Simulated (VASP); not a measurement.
# Si in VASP: settings compared, part 2 of 2

VASP 6.6.1.

### Step 4. Single point, PBE

INCAR

```
SYSTEM = Si
PREC     = Accurate       ! precision mode
ENCUT    = 500            ! plane-wave cutoff, eV
EDIFF    = 1E-6           ! SCF threshold, eV
ISMEAR   = -1             ! smearing method
SIGMA    = 0.02           ! smearing width, eV
LREAL    = .False.        ! projectors in reciprocal space
LASPH    = .True.         ! aspherical terms in the spheres
NELM     = 120            ! most SCF steps
ALGO     = Normal         ! electronic algorithm
ISIF     = 2              ! what is computed and relaxed
LWAVE    = .False.        ! write WAVECAR
LCHARG   = .False.        ! write CHGCAR
GGA      = PE             ! functional
NBANDS   = 11             ! bands
GGA_COMPAT= .False.
```

KPOINTS

```
regular mesh
0
Gamma
  6 6 6
  0 0 0
```

POSCAR

```
Si
1.0
    0.0000000000      2.7350000000      2.7350000000
    2.7350000000      0.0000000000      2.7350000000
    2.7350000000      2.7350000000      0.0000000000
Si
2
Direct
    0.0000000000      0.0000000000      0.0000000000
    0.2500000000      0.2500000000      0.2500000000
```

Potentials or basis: VASP PAW PBE potentials, release 64 (Si).

Started as:

```sh
cat potpaw_PBE.64/Si/POTCAR > POTCAR
mpirun -np 1 vasp_std > vasp.out
```

OUTCAR:

```text
SYSTEM = Si
   PREC = Accurate
   ENCUT = 500
   EDIFF = 1E-6
   ISMEAR = -1
   LREAL = .False.
   LASPH = .True.
   NELM = 120
   ISIF = 2
   GGA = PE

 ion  position               nearest neighbor table
   1  0.000  0.000  0.000-   2 2.37   2 2.37   2 2.37   2 2.37
   2  0.250  0.250  0.250-   1 2.37   1 2.37   1 2.37   1 2.37

  LATTYP: Found a face centered cubic cell.
 ALAT       =     5.4700000000

  Lattice vectors:

 A1 = (   0.0000000000,   2.7350000000,   2.7350000000)
 A2 = (   2.7350000000,   0.0000000000,   2.7350000000)
 A3 = (   2.7350000000,   2.7350000000,   0.0000000000)

Analysis of symmetry for initial positions (statically):
=====================================================================
 Subroutine PRICEL returns:
 Original cell was already a primitive cell.

 Routine SETGRP: Setting up the symmetry group for a
 face centered cubic supercell.

 Subroutine GETGRP returns: Found 48 space group operations
 (whereof 24 operations were pure point group operations)
 out of a pool of 48 trial point group operations.

The static configuration has the point symmetry T_d .
 The point group associated with its full space group is O_h .

Analysis of symmetry for dynamics (positions and initial velocities):
=====================================================================
 Subroutine PRICEL returns:
 Original cell was already a primitive cell.

 Routine SETGRP: Setting up the symmetry group for a
 face centered cubic supercell.

 Subroutine GETGRP returns: Found 48 space group operations
 (whereof 24 operations were pure point group operations)
 out of a pool of 48 trial point group operations.

The dynamic configuration has the point symmetry T_d .
 The point group associated with its full space group is O_h .

 Subroutine INISYM returns: Found 48 space group operations
 (whereof 24 operations are pure point group operations),
 and found     1 'primitive' translations

----------------------------------------------------------------------------------------

                                     Primitive cell

  volume of cell :      40.9168

  direct lattice vectors                    reciprocal lattice vectors
     0.000000000  2.735000000  2.735000000    -0.182815356  0.182815356  0.182815356
     2.735000000  0.000000000  2.735000000     0.182815356 -0.182815356  0.182815356
     2.735000000  2.735000000  0.000000000     0.182815356  0.182815356 -0.182815356

  length of vectors
     3.867874093  3.867874093  3.867874093     0.316645486  0.316645486  0.316645486

  position of ions in fractional coordinates (direct lattice)
     0.000000000  0.000000000  0.000000000
     0.250000000  0.250000000  0.250000000

  ion indices of the primitive-cell ions
   primitive index   ion index
                 1           1
                 2           2

----------------------------------------------------------------------------------------

 KPOINTS: regular mesh

Automatic generation of k-mesh.
 Grid dimensions read from file:
 generate k-points for:    6    6    6

 Generating k-lattice:

  Cartesian coordinates                     Fractional coordinates (reciprocal lattice)
    -0.030469226  0.030469226  0.030469226     0.166666667  0.000000000  0.000000000
     0.030469226 -0.030469226  0.030469226     0.000000000  0.166666667  0.000000000
     0.030469226  0.030469226 -0.030469226     0.000000000  0.000000000  0.166666667

  Length of vectors
     0.052774248  0.052774248  0.052774248

  Shift w.r.t. Gamma in fractional coordinates (k-lattice)
     0.000000000  0.000000000  0.000000000

 Subroutine IBZKPT returns following result:
 ===========================================

 Found     16 irreducible k-points:

 Following reciprocal coordinates:
            Coordinates               Weight
  0.000000  0.000000  0.000000      1.000000
  0.166667  0.000000  0.000000      8.000000
  0.333333  0.000000  0.000000      8.000000
  0.500000  0.000000  0.000000      4.000000
  0.166667  0.166667  0.000000      6.000000
  0.333333  0.166667  0.000000     24.000000
[... 8 lines left out ...]
 -0.333333  0.333333  0.166667     24.000000
 -0.333333  0.500000  0.166667     12.000000
   k-points           NKPTS =     16   k-points in BZ     NKDIM =     16   number of bands    NBANDS=     11
   number of dos      NEDOS =    301   number of ions     NIONS =      2
   total plane-waves  NPLWV =  21952
   dimension x,y,z NGX =    28 NGY =   28 NGZ =   28
   dimension x,y,z NGXF=    56 NGYF=   56 NGZF=   56
   ions per type =               2
   NGX,Y,Z   is equivalent  to a cutoff of  12.03, 12.03, 12.03 a.u.
   NGXF,Y,Z  is equivalent  to a cutoff of  24.07, 24.07, 24.07 a.u.
 SYSTEM =  Si
   PREC   = accura    normal or accurate (medium, high low for compatibility)
   ISTART =      0    job   : 0-new  1-cont  2-samecut
   ICHARG =      2    charge: 1-file 2-atom 10-const
   ISPIN  =      1    spin polarized calculation?
   LNONCOLLINEAR =      F non collinear calculations
   LSORBIT =      F    spin-orbit coupling
   LASPH  =      T    aspherical Exc in radial PAW
   ENCUT  =  500.0 eV  36.75 Ry    6.06 a.u.   7.05  7.05  7.05*2*pi/ulx,y,z
   NELM   =    120;   NELMIN=  2; NELMDL= -5     # of ELM steps
   EDIFF  = 0.1E-05   stopping-criterion for ELM
   LREAL  =      F    real-space projection
   EDIFFG = 0.1E-04   stopping-criterion for IOM
   NSW    =      0    number of steps for IOM
   IBRION =     -1    ionic relax: 0-MD 1-quasi-New 2-CG
   NFREE  =      0    steps in history (QN), initial steepest desc. (CG)
   ISIF   =      2    stress and relaxation
   ISYM   =      2    0-nonsym 1-usesym 2-fastsym
   POTIM  = 0.5000    time-step for ionic-motion
   TEBEG  =    0.0;   TEEND  =   0.0 temperature during run
   PSTRESS=    0.0 pullay stress
   NELECT =       8.0000    total number of electrons
   NUPDOWN=      -1.0000    fix difference up-down
   EMIN   =  10.00;   EMAX   =-10.00  energy-range for DOS
   EFERMI =   0.00;   METHOD = LEGACY
   ISMEAR =    -1;   SIGMA  =   0.02  broadening in eV -4-tet -1-fermi 0-gaus
   EFERMI_NEDOS =   21; number of points for ismear=-14 and -15
   IALGO  =     38    algorithm
   IMIX   =      4    mixing-type and parameters
     AMIX     =   0.40;   BMIX     =  1.00
     AMIX_MAG =   1.60;   BMIX_MAG =  1.00
  volume/ion in A,a.u.               =      20.46       138.06
  Fermi-wavevector in a.u.,A,eV,Ry     =   0.950176  1.795573 12.283814  0.902835
  Thomas-Fermi vector in A             =   2.078528
   LORBIT       =      0    0 simple, 1 ext, 2 COOP (PROOUT), +10 PAW based schemes
   GGA     = PE    functional components
   LHFCALC =     F    Hartree Fock is set to
   AEXX    =    0.0000 exact exchange contribution
   IVDW    =     0    specifies the selected vdW correction
   LEPSILON=     F    determine dielectric tensor
   LRPA    =     F    only Hartree local field effects (RPA)
 non-spin polarized calculation
  energy-cutoff  :      500.00
  volume of cell :       40.92
 maximum number of plane-waves:      1056
   NGX = 15   NGY = 15   NGZ = 15

 number of electron       8.0000000 magnetization

 Free energy of the ion-electron system (eV)
  ---------------------------------------------------
  ext. energy  EPLUGINS =         0.00000000
  ---------------------------------------------------
  free energy    TOTEN  =       -10.82633687 eV

  energy without entropy =      -10.82633687  energy(sigma->0) =      -10.82633687

 E-fermi :   5.9775     XC(G=0):  -9.3200

 val. band max:        5.6169170684   @ k =   0.0000   0.0000   0.0000
 cond. band min:       6.3666852840   @ k =   0.5000   0.5000   0.0000
 fundamental gap:      0.7497682156
 Fermi energy:         5.9774743441

 k-point     1 :       0.0000    0.0000    0.0000
  band No.  band energies     occupation
      1      -6.1945      2.00000
      2       5.6169      2.00000
      3       5.6169      2.00000
      4       5.6169      2.00000
      5       8.1704      0.00000
      6       8.1704      0.00000
      7       8.1704      0.00000
      8       8.7434      0.00000
      9      13.3219      0.00000
     10      13.3219      0.00000
     11      13.4909      0.00000
[... 197 lines left out ...]
 k-point    16 :      -0.3333    0.5000    0.1667
  band No.  band energies     occupation
      1      -2.0148      2.00000
      2      -2.0148      2.00000
      3       2.0575      2.00000
      4       2.0575      2.00000
      5       8.3660      0.00000
      6       8.3660      0.00000
      7      12.3003      0.00000
      8      12.3003      0.00000
      9      16.0608      0.00000
     10      16.0608      0.00000
     11      18.4028      0.00000

------------------------ aborting loop because EDIFF is reached ----------------------------------------

  FORCE on cell =-STRESS in cart. coord.  units (eV):
  Direction    XX          YY          ZZ          XY          YZ          ZX
  --------------------------------------------------------------------------------------
  -------------------------------------------------------------------------------------
  Total       -0.0010115     -0.0010115     -0.0010115      0.0000000      0.0000000      0.0000000
  in kB       -0.0396054     -0.0396054     -0.0396054      0.0000000      0.0000000      0.0000000
  external PRESSURE =      -0.0396054 kB  Pullay stress =       0.0000000 kB

 VOLUME and BASIS-vectors are now :
 -----------------------------------------------------------------------------
  energy-cutoff  :      500.00
  volume of cell :       40.92
      direct lattice vectors                 reciprocal lattice vectors
     0.000000000  2.735000000  2.735000000    -0.182815356  0.182815356  0.182815356
     2.735000000  0.000000000  2.735000000     0.182815356 -0.182815356  0.182815356
     2.735000000  2.735000000  0.000000000     0.182815356  0.182815356 -0.182815356

 POSITION                                       TOTAL-FORCE (eV/Angst)
 -----------------------------------------------------------------------------------
      0.00000      0.00000      0.00000         0.000000      0.000000      0.000000
      1.36750      1.36750      1.36750        -0.000000     -0.000000     -0.000000
 -----------------------------------------------------------------------------------
    total drift:                                0.000000      0.000000     -0.000000

  FREE ENERGIE OF THE ION-ELECTRON SYSTEM (eV)
  ---------------------------------------------------
  free  energy   TOTEN  =       -10.8263368654 eV

  energy  without entropy=      -10.8263368651  energy(sigma->0) =      -10.82633687
```

It took 3 s on 1 thread of Intel Xeon 6975P-C (Granite Rapids), shared host; peak memory 0.14 GiB.

What came out:

| Property | Result |
| --- | --- |
| Free energy | -10.8263 eV |
| Pressure | 0.0 GPa |
| Band gap on the k mesh | 0.75 eV (least direct gap 2.55 eV) |

Levels at points of the mesh, in eV from the valence-band top:
```tsv
k point	band 2	band 3	band 4	band 5	band 6	band 7
(0.00, 0.00, 0.00)	0.00	0.00	0.00	2.55	2.55	2.55
(0.50, 0.00, 0.00)	-6.87	-1.18	-1.18	1.46	3.35	3.35
(0.50, 0.50, 0.00)	-7.74	-2.79	-2.79	0.75	0.75	9.93
```

Caveat: semilocal functionals underestimate gaps, and a narrow one can read as zero.

### Step 5. The runs side by side

```csv
level,cell,k mesh,cutoff (eV),smearing,grid for exact exchange (PRECFOCK),share of exact exchange,screening parameter,gap on the mesh (eV),pressure (GPa)
HSE06,"as given, atomic positions A",8 × 8 × 8,520,fermi-dirac 0.02 eV,Normal,0.25,0.2079 1/Å,1.22,-1.9
PBE,"as given, atomic positions B",4 × 4 × 4,500,fermi-dirac 0.05 eV,-,-,-,0.47,0.6
PBE,"as given, atomic positions A",6 × 6 × 6,500,fermi-dirac 0.02 eV,-,-,-,0.75,0.0
```

Alike in all rows: task single point; potentials or basis VASP PAW PBE potentials, release 64 (Si); no spin polarisation.

Caveats: some runs use coarse meshes; semilocal functionals underestimate gaps, and a narrow one can read as zero (at least some runs); the PAW data sets were made with another functional, which shifts forces and pressure a little (at least some runs).

Total energies depend on the potentials used, so only differences within one code and one set of settings carry meaning.
